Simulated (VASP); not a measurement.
# Ge2Sb2Te5 (P-3m1) in VASP: notebook

Ge2Sb2Te5 is run at these levels: PBEsol+D3(BJ); tasks: single point, relaxation of cell and atoms.

Program: VASP 6.6.1. These are calculated values, not measurements. Logs are shortened: lines on timing, memory, paths and dates and some standing lists are left out, and cuts for length are marked.

## (1) The cell of the first run

It takes space group P-3m1 (No. 164, trigonal). The conventional cell has a = 4.162 Å, b = 4.162 Å, c = 16.526 Å, α = 90.00°, β = 90.00°, γ = 120.00°. Te (site symmetry 3m) has 3 Sb at 2.96 Å and 3 Te at 3.47 Å within 3.9 Å. Te (site symmetry 3m) has 3 Ge at 2.90 Å and 3 Sb at 3.12 Å within 3.8 Å. Te (site symmetry -3m) has 6 Ge at 2.92 Å within 3.9 Å. Sb (site symmetry 3m) has 6 Te at 2.96 to 3.12 Å within 3.9 Å. Ge (site symmetry 3m) has 6 Te at 2.90 to 2.92 Å within 3.8 Å.

## (2) Single point, PBEsol+D3(BJ)

INCAR

```
SYSTEM = Ge2Sb2Te5
PREC = Accurate
ENCUT = 520
EDIFF = 1E-7
ISMEAR = -1
SIGMA = 0.05
LREAL = .False.
LASPH = .True.
NELM = 80
ALGO = Normal
ISIF = 2
LWAVE = .False.
LCHARG = .False.
GGA = PS
IVDW = 12
NBANDS = 44
```

KPOINTS

```
regular mesh
0
Gamma
  7 7 2
  0 0 0
```

POSCAR

```
Ge2Sb2Te5
1.0
    4.1620405245      0.0000000000      0.0000000000
   -2.0810202623      3.6044328258      0.0000000000
    0.0000000000      0.0000000000     16.5262592996
Te Sb Ge
5 2 2
Direct
    0.6666666667      0.3333333333      0.4242450919
    0.3333333333      0.6666666667      0.5757549081
    0.3333333333      0.6666666667      0.1994923738
    0.6666666667      0.3333333333      0.8005076262
    0.0000000000      0.0000000000      0.0000000000
    0.0000000000      0.0000000000      0.3194680575
    0.0000000000      0.0000000000      0.6805319425
    0.6666666667      0.3333333333      0.1008268958
    0.3333333333      0.6666666667      0.8991731042
```

Potentials or basis: VASP PAW PBE potentials, release 64 (Te, Sb, Ge_d).

Command:

```
$ cat potpaw_PBE.64/Te/POTCAR potpaw_PBE.64/Sb/POTCAR potpaw_PBE.64/Ge_d/POTCAR > POTCAR
$ mpirun -np 1 vasp_std > vasp.out
```

OUTCAR:

```text
SYSTEM = Ge2Sb2Te5
   PREC = Accurate
   ENCUT = 520
   EDIFF = 1E-7
   ISMEAR = -1
   LREAL = .False.
   LASPH = .True.
   NELM = 80
   ISIF = 2
   GGA = PS
   IVDW = 12
 IVDW          = 12

 ion  position               nearest neighbor table
   1  0.667  0.333  0.424-   6 2.96   6 2.96   6 2.96   2 3.47   2 3.47   2 3.47
   2  0.333  0.667  0.576-   7 2.96   7 2.96   7 2.96   1 3.47   1 3.47   1 3.47
   3  0.333  0.667  0.199-   8 2.90   8 2.90   8 2.90   6 3.12   6 3.12   6 3.12
   4  0.667  0.333  0.801-   9 2.90   9 2.90   9 2.90   7 3.12   7 3.12   7 3.12
   5  0.000  0.000  0.000-   8 2.92   9 2.92   8 2.92   9 2.92   8 2.92   9 2.92
   6  0.000  0.000  0.319-   1 2.96   1 2.96   1 2.96   3 3.12   3 3.12   3 3.12
   7  0.000  0.000  0.681-   2 2.96   2 2.96   2 2.96   4 3.12   4 3.12   4 3.12
   8  0.667  0.333  0.101-   3 2.90   3 2.90   3 2.90   5 2.92   5 2.92   5 2.92
   9  0.333  0.667  0.899-   4 2.90   4 2.90   4 2.90   5 2.92   5 2.92   5 2.92

  LATTYP: Found a hexagonal cell.
 ALAT       =     4.1620405245
 C/A-ratio  =     3.9707108094

  Lattice vectors:

 A1 = (   4.1620405245,   0.0000000000,   0.0000000000)
 A2 = (  -2.0810202623,   3.6044328258,   0.0000000000)
 A3 = (   0.0000000000,   0.0000000000,  16.5262592996)

Analysis of symmetry for initial positions (statically):
=====================================================================
 Subroutine PRICEL returns:
 Original cell was already a primitive cell.

 Routine SETGRP: Setting up the symmetry group for a
 hexagonal supercell.

 Subroutine GETGRP returns: Found 12 space group operations
 (whereof 12 operations were pure point group operations)
 out of a pool of 24 trial point group operations.

The static configuration has the point symmetry D_3d.

Analysis of symmetry for dynamics (positions and initial velocities):
=====================================================================
 Subroutine PRICEL returns:
 Original cell was already a primitive cell.

 Routine SETGRP: Setting up the symmetry group for a
 hexagonal supercell.

 Subroutine GETGRP returns: Found 12 space group operations
 (whereof 12 operations were pure point group operations)
 out of a pool of 24 trial point group operations.

The dynamic configuration has the point symmetry D_3d.

 Subroutine INISYM returns: Found 12 space group operations
 (whereof 12 operations are pure point group operations),
 and found     1 'primitive' translations

[... 106 lines left out ...]
   ISYM   =      2    0-nonsym 1-usesym 2-fastsym
   POTIM  = 0.5000    time-step for ionic-motion
   TEBEG  =    0.0;   TEEND  =   0.0 temperature during run
   PSTRESS=    0.0 pullay stress
   NELECT =      68.0000    total number of electrons
   NUPDOWN=      -1.0000    fix difference up-down
   EMIN   =  10.00;   EMAX   =-10.00  energy-range for DOS
   EFERMI =   0.00;   METHOD = LEGACY
   ISMEAR =    -1;   SIGMA  =   0.05  broadening in eV -4-tet -1-fermi 0-gaus
   EFERMI_NEDOS =   21; number of points for ismear=-14 and -15
   IALGO  =     38    algorithm
   IMIX   =      4    mixing-type and parameters
     AMIX     =   0.40;   BMIX     =  1.00
     AMIX_MAG =   1.60;   BMIX_MAG =  1.00
  volume/ion in A,a.u.               =      27.55       185.90
  Fermi-wavevector in a.u.,A,eV,Ry     =   1.063666  2.010037 15.393427  1.131385
  Thomas-Fermi vector in A             =   2.199158
   LORBIT       =      0    0 simple, 1 ext, 2 COOP (PROOUT), +10 PAW based schemes
   GGA     = PS    functional components
   LHFCALC =     F    Hartree Fock is set to
   AEXX    =    0.0000 exact exchange contribution
   IVDW    =    12    specifies the selected vdW correction
   LEPSILON=     F    determine dielectric tensor
   LRPA    =     F    only Hartree local field effects (RPA)
 non-spin polarized calculation
  energy-cutoff  :      520.00
  volume of cell :      247.92
 maximum number of plane-waves:      6715
 NGX is ok and might be reduce to    32
   NGX = 15   NGY = 15   NGZ = 61

 number of electron      68.0000004 magnetization

 Free energy of the ion-electron system (eV)
  ---------------------------------------------------
  ext. energy  EPLUGINS =         0.00000000
  ---------------------------------------------------
  free energy    TOTEN  =       -37.50740542 eV

  energy without entropy =      -37.50282441  energy(sigma->0) =      -37.50511491

 E-fermi :   7.4073     XC(G=0): -10.0095

 val. band max:        7.2815022733   @ k =   0.0000   0.0000   0.5000
 cond. band min:       7.4088314993   @ k =   0.0000   0.0000   0.0000
 fundamental gap:      0.1273292260
 Fermi energy:         7.4073198363

 k-point     1 :       0.0000    0.0000    0.0000
  band No.  band energies     occupation
      1     -17.5834      2.00000
      2     -17.5834      2.00000
      3     -17.5820      2.00000
      4     -17.5820      2.00000
      5     -17.5736      2.00000
      6     -17.5734      2.00000
[... 741 lines left out ...]
     43      11.3474      0.00000
     44      12.0040      0.00000

------------------------ aborting loop because EDIFF is reached ----------------------------------------

 Edisp (eV)   -3.86232

 E8    (eV) :    -2.6206

  FORCE on cell =-STRESS in cart. coord.  units (eV):
  Direction    XX          YY          ZZ          XY          YZ          ZX
  --------------------------------------------------------------------------------------
  -------------------------------------------------------------------------------------
  Total       0.17122     0.17122     0.15722    -0.00000     0.00000     0.00000
  in kB       1.10646     1.10646     1.01604    -0.00000     0.00000     0.00000
  external pressure =        1.08 kB  Pullay stress =        0.00 kB

 VOLUME and BASIS-vectors are now :
 -----------------------------------------------------------------------------
  energy-cutoff  :      520.00
  volume of cell :      247.92
      direct lattice vectors                 reciprocal lattice vectors
     4.162040525  0.000000000  0.000000000     0.240266762  0.138718080  0.000000000
    -2.081020262  3.604432826  0.000000000     0.000000000  0.277436159  0.000000000
     0.000000000  0.000000000 16.526259300     0.000000000  0.000000000  0.060509761

 POSITION                                       TOTAL-FORCE (eV/Angst)
 -----------------------------------------------------------------------------------
      2.08102      1.20148      7.01118        -0.000000      0.000000      0.039325
     -0.00000      2.40296      9.51507         0.000000     -0.000000     -0.039325
     -0.00000      2.40296      3.29686         0.000000     -0.000000      0.004003
      2.08102      1.20148     13.22940         0.000000      0.000000     -0.004003
      0.00000      0.00000      0.00000        -0.000000      0.000000     -0.000000
      0.00000      0.00000      5.27961        -0.000000     -0.000000     -0.036628
      0.00000      0.00000     11.24665         0.000000      0.000000      0.036628
      2.08102      1.20148      1.66629        -0.000000      0.000000     -0.005144
     -0.00000      2.40296     14.85997         0.000000      0.000000      0.005144
 -----------------------------------------------------------------------------------
    total drift:                                0.000000     -0.000000      0.000000

  FREE ENERGIE OF THE ION-ELECTRON SYSTEM (eV)
  ---------------------------------------------------
  free  energy   TOTEN  =       -41.3697237190 eV

  energy  without entropy=      -41.3651427157  energy(sigma->0) =      -41.36743322
```

OSZICAR:

```text
N       E                     dE             d eps       ncg     rms          rms(c)
DAV:   1     0.613284347025E+03    0.61328E+03   -0.27550E+04  1776   0.214E+03
DAV:   2     0.657933628333E+02   -0.54749E+03   -0.52593E+03  1488   0.622E+02
DAV:   3    -0.307362211986E+02   -0.96530E+02   -0.92698E+02  1644   0.155E+02
[... 12 lines left out ...]
DAV:  16    -0.375074051414E+02    0.41305E-05   -0.17760E-05  1508   0.130E-02    0.195E-02
DAV:  17    -0.375074055345E+02   -0.39317E-06   -0.28500E-06  1448   0.661E-03    0.141E-02
DAV:  18    -0.375074056551E+02   -0.12059E-06   -0.13475E-07  1008   0.179E-03    0.115E-02
DAV:  19    -0.375074054822E+02    0.17296E-06   -0.42209E-07  1368   0.296E-03    0.483E-03
DAV:  20    -0.375074054156E+02    0.66612E-07   -0.14947E-07  1020   0.151E-03
   1 F= -.41369724E+02 E0= -.41367433E+02  d E =-.458100E-02
```

stdout:

```text
POSCAR found type information on POSCAR TeSbGe
 POSCAR found :  3 types and       9 ions
 scaLAPACK will be used
 -----------------------------------------------------------------------------
|                                                                             |
|                                                                             |
|     You enforced a specific xc type in the INCAR file but a different       |
|     I HOPE YOU KNOW WHAT YOU ARE DOING!                                     |
|                                                                             |
 -----------------------------------------------------------------------------

 LDA part: xc-table for (Slater+PW92), standard interpolation
 POSCAR, INCAR and KPOINTS ok, starting setup
 FFT: planning ... GRIDC
 FFT: planning ... GRID_SOFT
 FFT: planning ... GRID
 WAVECAR not read
 entering main loop
```

Run time: 7 min. Hardware: 1 thread of Intel Xeon 8259CL, shared host; peak memory 0.42 GiB.

Results:

- Free energy: -41.3697 eV
- Pressure: 0.1 GPa
- Largest force: 0.039 eV/Å
- Band gap on the k mesh: zero (filled and empty bands touch)
- Dispersion energy per atom: -0.429 eV

Forces on the atoms (eV/Å):
```
Te   0.000  0.000  0.039
Te   0.000  0.000 -0.039
Te   0.000  0.000  0.004
Te   0.000  0.000 -0.004
Te   0.000  0.000  0.000
Sb   0.000  0.000 -0.037
Sb   0.000  0.000  0.037
Ge   0.000  0.000 -0.005
Ge   0.000  0.000  0.005
```

Caveat: the PAW data sets were made with another functional, which shifts forces and pressure a little; spin-orbit coupling is left out, which moves the levels of the heavy elements.

## (3) Relaxation of cell and atoms, PBEsol+D3(BJ)

This run uses another cell than the first one, of 30.34 Å³/atom.

INCAR

```
SYSTEM = Ge2Sb2Te5
  PREC = Accurate
  ENCUT = 600
  EDIFF = 1E-6
  ISMEAR = -1
  SIGMA = 0.05
  LREAL = .False.
  LASPH = .True.
  NELM = 100
  ALGO = Normal
  ISIF = 3
  LWAVE = .False.
  LCHARG = .False.
  GGA = PS
  IVDW = 12
  IBRION = 2
  NSW = 60
  EDIFFG = -0.01
```

KPOINTS

```
Automatic mesh
0
Gamma
  7 7 2
  0 0 0
```

POSCAR

```
Ge2Sb2Te5
1.0
    4.2940644248      0.0000000000      0.0000000000
   -2.1470322124      3.7187688774      0.0000000000
    0.0000000000      0.0000000000     17.1013460000
Te Sb Ge
5 2 2
Direct
    0.6666666667      0.3333333333      0.4198920000
    0.3333333333      0.6666666667      0.5801080000
    0.3333333333      0.6666666667      0.2015420000
    0.6666666667      0.3333333333      0.7984580000
    0.0000000000      0.0000000000      0.0000000000
    0.0000000000      0.0000000000      0.3200680000
    0.0000000000      0.0000000000      0.6799320000
    0.6666666667      0.3333333333      0.1028950000
    0.3333333333      0.6666666667      0.8971050000
```

Potentials or basis: VASP PAW PBE potentials, release 64 (Te, Sb, Ge_d).

Command:

```
$ cat potpaw_PBE.64/Te/POTCAR potpaw_PBE.64/Sb/POTCAR potpaw_PBE.64/Ge_d/POTCAR > POTCAR
$ mpirun -np 1 vasp_std > vasp.out
```

Run time: 84 min. Hardware: 1 thread of Intel Xeon 8259CL, shared host; peak memory 0.57 GiB.

It converged, with:

- Free energy: -41.3716 eV
- Relaxed volume: 27.58 Å³/atom
- Relaxed cell: a = 4.164 Å, b = 4.164 Å, c = 16.530 Å, α = 90.00°, β = 90.00°, γ = 120.00°
- Space group after relaxing (to 0.1 Å): P-3m1 (No. 164)
- Energy gained by relaxing: 38.1 meV/atom
- Ionic steps: 15
- Pressure after relaxing: 0.0 GPa
- Largest force after relaxing: 0.010 eV/Å
- Band gap on the k mesh: zero (filled and empty bands touch)
- Dispersion energy per atom: -0.429 eV

Forces in eV/Å, atoms in the order of the input:
```
Te   0.000  0.000  0.004
Te   0.000  0.000 -0.004
Te   0.000  0.000  0.007
Te   0.000  0.000 -0.007
Te   0.000  0.000  0.000
Sb   0.000  0.000  0.010
Sb   0.000  0.000 -0.010
Ge   0.000  0.000  0.004
Ge   0.000  0.000 -0.004
```

The path:
```
step  energy change (eV)  largest force (eV/Å)  pressure (GPa)  volume (Å³)
   1              0.0000                0.1009           -3.70       273.09
   2             -0.2723                0.6601            1.30       246.35
   3             -0.2931                0.5014            0.08       251.15
   4             -0.2932                0.4862           -0.04       251.62
   5             -0.3202                0.2857            0.04       250.12
   6             -0.3299                0.1812            0.14       248.62
   7             -0.3367                0.1089           -0.10       249.33
   8             -0.3395                0.0733           -0.39       250.16
   9             -0.3429                0.0374           -0.05       248.57
  10             -0.3429                0.0373            0.03       248.36
  11             -0.3429                0.0355           -0.02       248.43
  12             -0.3429                0.0358            0.01       248.40
  13             -0.3432                0.0249           -0.01       248.34
  14             -0.3433                0.0102           -0.01       248.23
  15             -0.3433                0.0096            0.01       248.24
```

Final structure:
```xyz
9
Lattice="4.1642 0.0000 0.0000 -2.0821 3.6063 0.0000 0.0000 0.0000 16.5299" Properties=species:S:1:pos:R:3 pbc="T T T"
Te    2.0821    1.2021    7.0106
Te    0.0000    2.4042    9.5194
Te    0.0000    2.4042    3.2915
Te    2.0821    1.2021   13.2385
Te    0.0000    0.0000    0.0000
Sb    0.0000    0.0000    5.2728
Sb    0.0000    0.0000   11.2572
Ge    2.0821    1.2021    1.6620
Ge    0.0000    2.4042   14.8679
```

Levels at points of the mesh, in eV from the Fermi level:
```csv
k point,band 31,band 32,band 33,band 34,band 35,band 36,band 37,band 38
"(0.00, 0.00, 0.00)",-1.49,-1.08,-0.84,0.00,0.00,0.11,0.20,0.86
"(0.00, 0.00, 0.50)",-1.61,-1.42,-0.68,-0.13,0.28,0.28,0.39,0.39
```

Caveat: the PAW data sets were made with another functional, which shifts forces and pressure a little; spin-orbit coupling is left out, which moves the levels of the heavy elements.

The gap in the log of VASP goes by the Fermi energy; the results here count the filled bands.